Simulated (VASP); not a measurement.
Wanted: the native input for a VASP 6.6.1 run.

```yaml
Task: single point
Functional: PBEsol
Potentials_or_basis: VASP PAW PBE potentials, release 64 (Na_pv)
Cutoff: 520 eV
k_mesh: 12 × 12 × 8
Occupations: gaussian, width 0.15 eV
Spin: no spin polarisation
Dipole_correction: no
Further_INCAR_settings: ALGO = Fast; EDIFF = 1e-07; NBANDS = 14
```

The structure of Na lies in POSCAR:

```
Na
1.0
    3.7670009976      0.0000000000      0.0000000000
   -1.8835004988      3.2623185600      0.0000000000
    0.0000000000      0.0000000000      6.1540000000
Na
2
Direct
    0.2988486569      0.5976973138      0.2134384140
    0.6666666667      0.3333333333      0.7500000000
```

This cell differs from its parent crystal: atom 1 (Na) moved by (-0.225, -0.225) A along y and z.

One way to write it, as run:

INCAR

```
PREC     = Accurate       # precision mode
ENCUT    = 520            # plane-wave cutoff, eV
EDIFF    = 1E-7           # SCF threshold, eV
ISMEAR   = 0              # smearing method
SIGMA    = 0.15           # smearing width, eV
LREAL    = F              # projectors in reciprocal space
LASPH    = T              # aspherical terms in the spheres
NELM     = 60             # most SCF steps
ALGO     = Fast           # electronic algorithm
ISIF     = 2              # what is computed and relaxed
LWAVE    = F              # write WAVECAR
LCHARG   = F              # write CHGCAR
GGA      = PS             # functional
NBANDS   = 14             # bands
```

KPOINTS

```
regular mesh
0
Gamma
  12 12 8
```

Potentials or basis: VASP PAW PBE potentials, release 64 (Na_pv).

The run is started by

```bash
$ cat potpaw_PBE.64/Na_pv/POTCAR > POTCAR
$ mpirun -np 1 vasp_std > vasp.out
```

It gave:

```yaml
Pressure: -0.2 GPa
Largest_force: 0.157 eV/Å
Band_gap_on_the_k_mesh: zero (bands 7 and 8 overlap by 4.10 eV)
```

Caveat: the cell differs from its parent crystal (atom 1 (Na) moved by (-0.225, -0.225) A along y and z); the PAW data sets were made with another functional, which shifts forces and pressure a little.

Run time: 5.5 min on 1 thread of Intel(R) Xeon(R) Platinum 8488C (Sapphire Rapids), with other jobs on the host, peak memory 0.36 GiB.
